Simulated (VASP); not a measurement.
# SnPb3O4 (P4mm) in VASP: notebook, part 2 of 2

VASP 6.6.1. Earlier steps stand in the parts before.

## (4) Single point, PBE

This run uses another cell than the first one, of 21.83 Å³/atom.

File INCAR:

```
PREC = Accurate
ENCUT = 520
EDIFF = 1E-7
ISMEAR = 0
SIGMA = 0.02
LREAL = False
LASPH = True
NELM = 100
ALGO = Normal
ISIF = 2
LWAVE = False
LCHARG = False
GGA = PE
NBANDS = 50
```

File KPOINTS:

```
Automatic mesh
0
Gamma
  6 6 6
```

File POSCAR:

```
SnPb3O4
1.0
    5.6568893410      0.0000000000      0.0000000000
    0.0000000000      5.6568893410      0.0000000000
    0.0000000000      0.0000000000      5.4569462033
Sn Pb O
1 3 4
Direct
    0.0000000000      0.0000000000      0.8006421198
    0.0000000000      0.5000000000      0.2222962172
    0.5000000000      0.0000000000      0.2222962172
    0.5000000000      0.5000000000      0.7749277477
    0.7547721871      0.7547721871      0.9949594245
    0.2452278129      0.2452278129      0.9949594245
    0.7547721871      0.2452278129      0.9949594245
    0.2452278129      0.7547721871      0.9949594245
```

Potentials or basis: VASP PAW PBE potentials, release 64 (Sn_d, Pb_d, O).

Started as:

```
> cat potpaw_PBE.64/Sn_d/POTCAR potpaw_PBE.64/Pb_d/POTCAR potpaw_PBE.64/O/POTCAR > POTCAR
> mpirun -np 1 vasp_std > vasp.out
```

OUTCAR:

```text
PREC = Accurate
   ENCUT = 520
   EDIFF = 1E-7
   ISMEAR = 0
   LREAL = False
   LASPH = True
   NELM = 100
   ISIF = 2
   GGA = PE

 ion  position               nearest neighbor table
   1  0.000  0.000  0.801-   5 2.23   6 2.23   7 2.23   8 2.23   2 3.65   3 3.65   2 3.65   3 3.65

   2  0.000  0.500  0.222-   5 2.35   6 2.35   7 2.35   8 2.35   1 3.65   1 3.65   4 3.74   4 3.74
                             3 4.00   3 4.00   3 4.00   3 4.00   4 4.13   4 4.13
[... 1492 lines left out ...]
  Total        0.1064132      0.1064132      0.1228121      0.0000000      0.0000000      0.0000000
  in kB        0.9763400      0.9763400      1.1267997      0.0000000      0.0000000      0.0000000
  external PRESSURE =       1.0264933 kB  Pullay stress =       0.0000000 kB

 VOLUME and BASIS-vectors are now :
 -----------------------------------------------------------------------------
  energy-cutoff  :      520.00
  volume of cell :      174.62
      direct lattice vectors                 reciprocal lattice vectors
     5.656889341  0.000000000  0.000000000     0.176775599  0.000000000  0.000000000
     0.000000000  5.656889341  0.000000000     0.000000000  0.176775599  0.000000000
     0.000000000  0.000000000  5.456946203     0.000000000  0.000000000  0.183252677

 POSITION                                       TOTAL-FORCE (eV/Angst)
 -----------------------------------------------------------------------------------
      0.00000      0.00000      4.36906         0.000000     -0.000000     -0.065486
      0.00000      2.82844      1.21306         0.000000     -0.000000      0.045669
      2.82844      0.00000      1.21306         0.000000     -0.000000      0.045669
      2.82844      2.82844      4.22874         0.000000     -0.000000     -0.038591
      4.26966      4.26966      5.42944        -0.002896     -0.002896      0.003185
      1.38723      1.38723      5.42944         0.002896      0.002896      0.003185
      4.26966      1.38723      5.42944        -0.002896      0.002896      0.003185
      1.38723      4.26966      5.42944         0.002896     -0.002896      0.003185
 -----------------------------------------------------------------------------------
    total drift:                                0.000000     -0.000000     -0.000876

  FREE ENERGIE OF THE ION-ELECTRON SYSTEM (eV)
  ---------------------------------------------------
  free  energy   TOTEN  =       -43.7067822548 eV

  energy  without entropy=      -43.7067822548  energy(sigma->0) =      -43.70678225
```

OSZICAR:

```text
N       E                     dE             d eps       ncg     rms          rms(c)
DAV:   1     0.111562636621E+04    0.11156E+04   -0.37734E+04  4032   0.198E+03
DAV:   2     0.175115086136E+03   -0.94051E+03   -0.89979E+03  4040   0.572E+02
DAV:   3    -0.344206498398E+02   -0.20954E+03   -0.19738E+03  5168   0.262E+02
DAV:   4    -0.524079950743E+02   -0.17987E+02   -0.17755E+02  5008   0.786E+01
DAV:   5    -0.530001561363E+02   -0.59216E+00   -0.59096E+00  5122   0.155E+01    0.174E+01
DAV:   6    -0.437672560914E+02    0.92329E+01   -0.39890E+01  6262   0.550E+01    0.744E+00
DAV:   7    -0.437664714703E+02    0.78462E-03   -0.65020E+00  5404   0.135E+01    0.391E+00
DAV:   8    -0.437462592133E+02    0.20212E-01   -0.14294E+00  6430   0.636E+00    0.139E+00
DAV:   9    -0.437016416798E+02    0.44618E-01   -0.19708E-01  6400   0.390E+00    0.359E-01
DAV:  10    -0.437073101558E+02   -0.56685E-02   -0.34936E-02  6188   0.157E+00    0.286E-01
DAV:  11    -0.437065695347E+02    0.74062E-03   -0.62411E-03  6038   0.681E-01    0.794E-02
DAV:  12    -0.437068075747E+02   -0.23804E-03   -0.23901E-03  5436   0.231E-01    0.660E-02
DAV:  13    -0.437067857281E+02    0.21847E-04   -0.17781E-04  5890   0.120E-01    0.277E-02
DAV:  14    -0.437067840204E+02    0.17076E-05   -0.21634E-05  5344   0.269E-02    0.144E-02
DAV:  15    -0.437067820699E+02    0.19505E-05   -0.92988E-06  5816   0.185E-02    0.280E-03
DAV:  16    -0.437067820974E+02   -0.27445E-07   -0.11247E-06  5368   0.576E-03    0.118E-03
DAV:  17    -0.437067822102E+02   -0.11286E-06   -0.48037E-08  3078   0.227E-03    0.375E-04
DAV:  18    -0.437067822548E+02   -0.44554E-07   -0.41367E-08  2782   0.150E-03
   1 F= -.43706782E+02 E0= -.43706782E+02  d E =-.605561E-12
```

stdout:

```text
POSCAR found type information on POSCAR SnPbO
 POSCAR found :  3 types and       8 ions
 scaLAPACK will be used
 LDA part: xc-table for (Slater+PW92), standard interpolation
 POSCAR, INCAR and KPOINTS ok, starting setup
 FFT: planning ... GRIDC
 FFT: planning ... GRID_SOFT
 FFT: planning ... GRID
 WAVECAR not read
 entering main loop
```

Wall time 5.1 min (1 thread of Intel Xeon Platinum 8375C at 2.90GHz (Ice Lake), shared host); peak memory 0.44 GiB.

Results:

| Property | Result |
| --- | --- |
| Free energy | -43.7068 eV |
| Pressure | 0.1 GPa |
| Largest force | 0.065 eV/Å |
| Band gap on the k mesh | 1.33 eV |

Forces in eV/Å, atoms in the order of the input:
```
Sn   0.000  0.000 -0.065
Pb   0.000  0.000  0.046
Pb   0.000  0.000  0.046
Pb   0.000  0.000 -0.039
O   -0.003 -0.003  0.003
O    0.003  0.003  0.003
O   -0.003  0.003  0.003
O    0.003 -0.003  0.003
```

Levels at points of the mesh, in eV from the valence-band top:
```
           k point  band 37  band 38  band 39  band 40  band 41  band 42  band 43  band 44
(0.00, 0.00, 0.00)    -1.68    -1.41    -1.25     0.00     1.33     1.33     1.76     4.26
(0.50, 0.00, 0.00)    -1.57    -1.55    -0.95    -0.29     2.81     2.94     3.05     3.24
(0.50, 0.50, 0.00)    -1.86    -1.86    -1.86    -1.26     2.54     2.91     2.91     3.35
(0.00, 0.00, 0.50)    -1.96    -1.41    -1.25    -1.03     1.68     3.22     3.22     3.79
(0.50, 0.00, 0.50)    -1.56    -1.55    -1.46    -0.79     2.21     2.33     3.19     3.48
(0.50, 0.50, 0.50)    -1.41    -1.41    -1.39    -0.58     2.28     2.63     2.63     2.79
```

Caveat: spin-orbit coupling is left out, which moves the levels of the heavy elements.

## (5) The runs side by side

```csv
cell,k mesh,smearing,gap on the mesh (eV),pressure (GPa),largest force (eV/Å)
"a = 5.530, b = 5.530, c = 5.143 Å, 8 atoms, atomic positions A",4 × 4 × 4,gaussian 0.1 eV,1.19,6.4,1.51
"a = 5.661, b = 5.661, c = 5.372 Å, 8 atoms, atomic positions B",4 × 4 × 4,gaussian 0.1 eV,1.26,0.2,0.10
"a = 5.657, b = 5.657, c = 5.457 Å, 8 atoms, atomic positions C",6 × 6 × 6,gaussian 0.02 eV,1.33,0.1,0.07
```

Alike in all rows: task single point; level PBE; potentials or basis VASP PAW PBE potentials, release 64 (Sn_d, Pb_d, O); no spin polarisation; cutoff (eV) 520.

Caveats: spin-orbit coupling is left out, which moves the levels of the heavy elements; the cell stands under pressure (at least some runs); forces of over 1 eV/Å act on the atoms, so gaps and moduli don't describe the material at rest (at least some runs).

Absolute energies hang on the potentials; compare differences alone.
